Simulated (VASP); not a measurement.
# Ti (P6_3/mmc) in VASP: single point with PBEsol

Aim: the single point of Ti with PBEsol.

Program: VASP 6.6.1. These are calculated values, not measurements. Logs are shortened: lines on timing, memory, paths and dates and some standing lists are left out, and cuts for length are marked.

### 1 The cell of the first run

Symmetry: P6_3/mmc, No. 194, hexagonal system. Conventional cell: a = 2.939 Å, b = 2.939 Å, c = 4.653 Å, α = 90.00°, β = 90.00°, γ = 120.00°. Within 3.8 Å of Ti (site symmetry -6m2) lie 12 Ti at 2.88 to 2.94 Å.

### 2 Single point, PBEsol, collinear spin (17.40 Å³/atom)

Input file INCAR:

```
PREC     = Accurate       # precision mode
ENCUT    = 520            # plane-wave cutoff, eV
EDIFF    = 1E-6           # SCF threshold, eV
ISMEAR   = -1             # smearing method
SIGMA    = 0.05           # smearing width, eV
LREAL    = F              # projectors in reciprocal space
LASPH    = T              # aspherical terms in the spheres
NELM     = 150            # most SCF steps
ALGO     = Normal         # electronic algorithm
ISIF     = 2              # what is computed and relaxed
LWAVE    = F              # write WAVECAR
LCHARG   = F              # write CHGCAR
ISPIN    = 2              # spin polarisation
MAGMOM   = 1 1            # initial moments
LORBIT   = 11             # projections on sites
LMAXMIX  = 4              # l up to which the mixer works
GGA      = PS             # functional
NBANDS   = 23             # bands
```

Input file KPOINTS:

```
Automatic mesh
0
Gamma
  20 20 11
```

Input file POSCAR:

```
Ti
1.0
    2.9388453053      0.0000000000      0.0000000000
   -1.4694226527      2.5451146922      0.0000000000
    0.0000000000      0.0000000000      4.6531640415
Ti
2
Direct
    0.3333333333      0.6666666667      0.2500000000
    0.6666666667      0.3333333333      0.7500000000
```

Potentials or basis: VASP PAW PBE potentials, release 64 (Ti_sv).

On the command line:

```console
cat potpaw_PBE.64/Ti_sv/POTCAR > POTCAR
mpirun -np 1 vasp_std > vasp.out
```

OUTCAR:

```text
PREC = Accurate
   ENCUT = 520
   EDIFF = 1E-6
   ISMEAR = -1
   LREAL = F
   LASPH = T
   NELM = 150
   ISIF = 2
   ISPIN = 2
   LORBIT = 11
   GGA = PS

 ion  position               nearest neighbor table
   1  0.333  0.667  0.250-   2 2.88   2 2.88   2 2.88   2 2.88   2 2.88   2 2.88
   2  0.667  0.333  0.750-   1 2.88   1 2.88   1 2.88   1 2.88   1 2.88   1 2.88

  LATTYP: Found a hexagonal cell.
 ALAT       =     2.9388453053
 C/A-ratio  =     1.5833307160

  Lattice vectors:

 A1 = (   2.9388453053,   0.0000000000,   0.0000000000)
 A2 = (  -1.4694226527,   2.5451146922,   0.0000000000)
 A3 = (   0.0000000000,   0.0000000000,   4.6531640415)

Analysis of symmetry for initial positions (statically):
=====================================================================
 Subroutine PRICEL returns:
 Original cell was already a primitive cell.

 Routine SETGRP: Setting up the symmetry group for a
 hexagonal supercell.

 Subroutine GETGRP returns: Found 24 space group operations
 (whereof 12 operations were pure point group operations)
 out of a pool of 24 trial point group operations.

The static configuration has the point symmetry D_3d.
 The point group associated with its full space group is D_6h.

Analysis of symmetry for dynamics (positions and initial velocities):
=====================================================================
 Subroutine PRICEL returns:
 Original cell was already a primitive cell.

 Routine SETGRP: Setting up the symmetry group for a
 hexagonal supercell.

 Subroutine GETGRP returns: Found 24 space group operations
 (whereof 12 operations were pure point group operations)
 out of a pool of 24 trial point group operations.

The dynamic configuration has the point symmetry D_3d.
 The point group associated with its full space group is D_6h.

Analysis of structural, dynamic, and magnetic symmetry:
=====================================================================
 Subroutine PRICEL returns:
 Original cell was already a primitive cell.

 Routine SETGRP: Setting up the symmetry group for a
 hexagonal supercell.

 Subroutine GETGRP returns: Found 24 space group operations
 (whereof 12 operations were pure point group operations)
 out of a pool of 24 trial point group operations.

The overall configuration has the point symmetry D_3d.
 The point group associated with its full space group is D_6h.

 Subroutine INISYM returns: Found 24 space group operations
 (whereof 12 operations are pure point group operations),
 and found     1 'primitive' translations

----------------------------------------------------------------------------------------

                                     Primitive cell

  volume of cell :      34.8043

  direct lattice vectors                    reciprocal lattice vectors
     2.938845305  0.000000000  0.000000000     0.340269696  0.196454801  0.000000000
    -1.469422653  2.545114692  0.000000000     0.000000000  0.392909602  0.000000000
     0.000000000  0.000000000  4.653164042     0.000000000  0.000000000  0.214907532

  length of vectors
     2.938845305  2.938845305  4.653164042     0.392909602  0.392909602  0.214907532

  position of ions in fractional coordinates (direct lattice)
     0.333333333  0.666666667  0.250000000
     0.666666667  0.333333333  0.750000000

  ion indices of the primitive-cell ions
   primitive index   ion index
                 1           1
                 2           2

----------------------------------------------------------------------------------------

 KPOINTS: Automatic mesh

Automatic generation of k-mesh.
 Grid dimensions read from file:
 generate k-points for:   20   20   11

 Generating k-lattice:

  Cartesian coordinates                     Fractional coordinates (reciprocal lattice)
     0.017013485  0.009822740  0.000000000     0.050000000 -0.000000000  0.000000000
     0.000000000  0.019645480  0.000000000     0.000000000  0.050000000  0.000000000
     0.000000000  0.000000000  0.019537048     0.000000000  0.000000000  0.090909091

  Length of vectors
     0.019645480  0.019645480  0.019537048

  Shift w.r.t. Gamma in fractional coordinates (k-lattice)
     0.000000000  0.000000000  0.000000000

 Subroutine IBZKPT returns following result:
 ===========================================

 Found    264 irreducible k-points:

 Following reciprocal coordinates:
            Coordinates               Weight
  0.000000  0.000000  0.000000      1.000000
  0.050000  0.000000  0.000000      6.000000
  0.100000  0.000000  0.000000      6.000000
  0.150000  0.000000  0.000000      6.000000
  0.200000  0.000000  0.000000      6.000000
  0.250000  0.000000  0.000000      6.000000
[... 16 lines left out ...]
  0.200000  0.100000  0.000000     12.000000
  0.250000  0.100000  0.000000     12.000000
 [... further k-points ...]
   k-points           NKPTS =    264   k-points in BZ     NKDIM =    264   number of bands    NBANDS=     23
   number of dos      NEDOS =    301   number of ions     NIONS =      2
   total plane-waves  NPLWV =  20736
   dimension x,y,z NGX =    24 NGY =   24 NGZ =   36
   dimension x,y,z NGXF=    48 NGYF=   48 NGZF=   72
   ions per type =               2
   NGX,Y,Z   is equivalent  to a cutoff of  13.58, 13.58, 12.86 a.u.
   NGXF,Y,Z  is equivalent  to a cutoff of  27.15, 27.15, 25.72 a.u.
 SYSTEM =  unknown system
   PREC   = accura    normal or accurate (medium, high low for compatibility)
   ISTART =      0    job   : 0-new  1-cont  2-samecut
   ICHARG =      2    charge: 1-file 2-atom 10-const
   ISPIN  =      2    spin polarized calculation?
   LNONCOLLINEAR =      F non collinear calculations
   LSORBIT =      F    spin-orbit coupling
   LASPH  =      T    aspherical Exc in radial PAW
   ENCUT  =  520.0 eV  38.22 Ry    6.18 a.u.   5.46  5.46  8.65*2*pi/ulx,y,z
   NELM   =    150;   NELMIN=  2; NELMDL= -5     # of ELM steps
   EDIFF  = 0.1E-05   stopping-criterion for ELM
   LREAL  =      F    real-space projection
   EDIFFG = 0.1E-04   stopping-criterion for IOM
   NSW    =      0    number of steps for IOM
   IBRION =     -1    ionic relax: 0-MD 1-quasi-New 2-CG
   NFREE  =      0    steps in history (QN), initial steepest desc. (CG)
   ISIF   =      2    stress and relaxation
   ISYM   =      2    0-nonsym 1-usesym 2-fastsym
   POTIM  = 0.5000    time-step for ionic-motion
   TEBEG  =    0.0;   TEEND  =   0.0 temperature during run
   PSTRESS=    0.0 pullay stress
   NELECT =      24.0000    total number of electrons
   NUPDOWN=      -1.0000    fix difference up-down
   EMIN   =  10.00;   EMAX   =-10.00  energy-range for DOS
   EFERMI =   0.00;   METHOD = LEGACY
   ISMEAR =    -1;   SIGMA  =   0.05  broadening in eV -4-tet -1-fermi 0-gaus
   EFERMI_NEDOS =   21; number of points for ismear=-14 and -15
   IALGO  =     38    algorithm
   IMIX   =      4    mixing-type and parameters
     AMIX     =   0.40;   BMIX     =  1.00
     AMIX_MAG =   1.60;   BMIX_MAG =  1.00
  volume/ion in A,a.u.               =      17.40       117.44
  Fermi-wavevector in a.u.,A,eV,Ry     =   1.446331  2.733170 28.461674  2.091874
  Thomas-Fermi vector in A             =   2.564412
   LORBIT       =     11    0 simple, 1 ext, 2 COOP (PROOUT), +10 PAW based schemes
   GGA     = PS    functional components
   LHFCALC =     F    Hartree Fock is set to
   AEXX    =    0.0000 exact exchange contribution
   IVDW    =     0    specifies the selected vdW correction
   LEPSILON=     F    determine dielectric tensor
   LRPA    =     F    only Hartree local field effects (RPA)
 spin polarized calculation
  energy-cutoff  :      520.00
  volume of cell :       34.80
 maximum number of plane-waves:       965
 NGX is ok and might be reduce to    24
   NGX = 11   NGY = 11   NGZ = 17

 number of electron      24.0000002 magnetization      -0.0018699

 number of electron      24.0000002 magnetization       0.0000164

 Free energy of the ion-electron system (eV)
  ---------------------------------------------------
  ext. energy  EPLUGINS =         0.00000000
  ---------------------------------------------------
  free energy    TOTEN  =       -16.66631210 eV

  energy without entropy =      -16.64877504  energy(sigma->0) =      -16.65754357

 E-fermi :   8.1915     XC(G=0): -11.6258

 val. band max:        8.1900904980   @ k =   0.3500   0.3000   0.2727
 cond. band min:       8.2036501312   @ k =   0.3500   0.2500   0.3636
 fundamental gap:      0.0135596332
 Fermi energy:         8.1914994124

 spin component 1

 k-point     1 :       0.0000    0.0000    0.0000
  band No.  band energies     occupation
      1     -48.4434      1.00000
      2     -48.3047      1.00000
      3     -25.1347      1.00000
      4     -24.4856      1.00000
      5     -24.4856      1.00000
      6     -24.4199      1.00000
[... 15 lines left out ...]
     22      22.7836      0.00000
     23      25.4327      0.00000
[... 575 lines left out ...]
      1     -48.3669      1.00000
      2     -48.2813      1.00000
      3     -24.9509      1.00000
      4     -24.7911      1.00000
      5     -24.7133      1.00000
      6     -24.5832      1.00000
[... 15 lines left out ...]
     22      18.2237      0.00000
     23      20.2001      0.00000

 [... further k-points ...]

 spin component 2

 k-point     1 :       0.0000    0.0000    0.0000
  band No.  band energies     occupation
      1     -48.4434      1.00000
      2     -48.3047      1.00000
      3     -25.1346      1.00000
      4     -24.4856      1.00000
      5     -24.4856      1.00000
      6     -24.4198      1.00000
[... 15 lines left out ...]
     22      22.7836      0.00000
     23      25.4378      0.00000
[... 575 lines left out ...]
      1     -48.3669      1.00000
      2     -48.2813      1.00000
      3     -24.9509      1.00000
      4     -24.7911      1.00000
      5     -24.7132      1.00000
      6     -24.5832      1.00000
[... 15 lines left out ...]
     22      18.2237      0.00000
     23      20.2000      0.00000

 [... further k-points ...]

------------------------ aborting loop because EDIFF is reached ----------------------------------------

  FORCE on cell =-STRESS in cart. coord.  units (eV):
  Direction    XX          YY          ZZ          XY          YZ          ZX
  --------------------------------------------------------------------------------------
  -------------------------------------------------------------------------------------
  Total       -0.9858205     -0.9858205     -1.0157462      0.0000000      0.0000000      0.0000000
  in kB      -45.3812007    -45.3812007    -46.7587984      0.0000000      0.0000000      0.0000000
  external PRESSURE =     -45.8403999 kB  Pullay stress =       0.0000000 kB

 VOLUME and BASIS-vectors are now :
 -----------------------------------------------------------------------------
  energy-cutoff  :      520.00
  volume of cell :       34.80
      direct lattice vectors                 reciprocal lattice vectors
     2.938845305  0.000000000  0.000000000     0.340269696  0.196454801  0.000000000
    -1.469422653  2.545114692  0.000000000     0.000000000  0.392909602  0.000000000
     0.000000000  0.000000000  4.653164042     0.000000000  0.000000000  0.214907532

 POSITION                                       TOTAL-FORCE (eV/Angst)
 -----------------------------------------------------------------------------------
     -0.00000      1.69674      1.16329         0.000000      0.000000      0.000000
      1.46942      0.84837      3.48987        -0.000000      0.000000      0.000000
 -----------------------------------------------------------------------------------
    total drift:                               -0.000000      0.000000     -0.000000

  FREE ENERGIE OF THE ION-ELECTRON SYSTEM (eV)
  ---------------------------------------------------
  free  energy   TOTEN  =       -16.6663120962 eV

  energy  without entropy=      -16.6487750412  energy(sigma->0) =      -16.65754357

 total charge

# of ion       s       p       d       tot
------------------------------------------
    1        2.251   6.121   1.880  10.251
    2        2.251   6.121   1.880  10.251
--------------------------------------------------
tot          4.501  12.242   3.759  20.503

 magnetization (x)

# of ion       s       p       d       tot
------------------------------------------
    1       -0.000   0.000   0.000  -0.000
    2       -0.000   0.000   0.000  -0.000
--------------------------------------------------
tot         -0.000   0.000   0.000  -0.000
```

Wall time 8.5 min (1 thread of Intel Xeon 8259CL, shared host); peak memory 0.38 GiB.

Results:

```
Free energy                                           : -16.6663 eV
Pressure                                              : -4.6 GPa
Band gap on the k mesh                                : zero (filled and empty bands overlap)
Net moment                                            : 0.00 μB per cell
Valence electrons inside the program's atomic spheres : Ti 10.25
```

Levels at points of the mesh, in eV from the Fermi level:
Spin up:
```tsv
k point	band 9	band 10	band 11	band 12	band 13	band 14	band 15	band 16
(0.00, 0.00, 0.00)	-6.21	-2.69	0.77	0.77	0.78	0.89	1.27	1.27
(0.50, 0.00, 0.00)	-2.35	-2.16	-1.85	-0.63	0.46	0.62	1.17	3.34
```
Spin down:
```
           k point  band 10  band 11  band 12  band 13  band 14  band 15
(0.00, 0.00, 0.00)    -2.69     0.77     0.77     0.78     0.89     1.27
(0.50, 0.00, 0.00)    -2.16    -1.85    -0.63     0.46     0.62     1.17
```

Caveat: the cell stands under tension; the PAW data sets were made with another functional, which shifts forces and pressure a little.
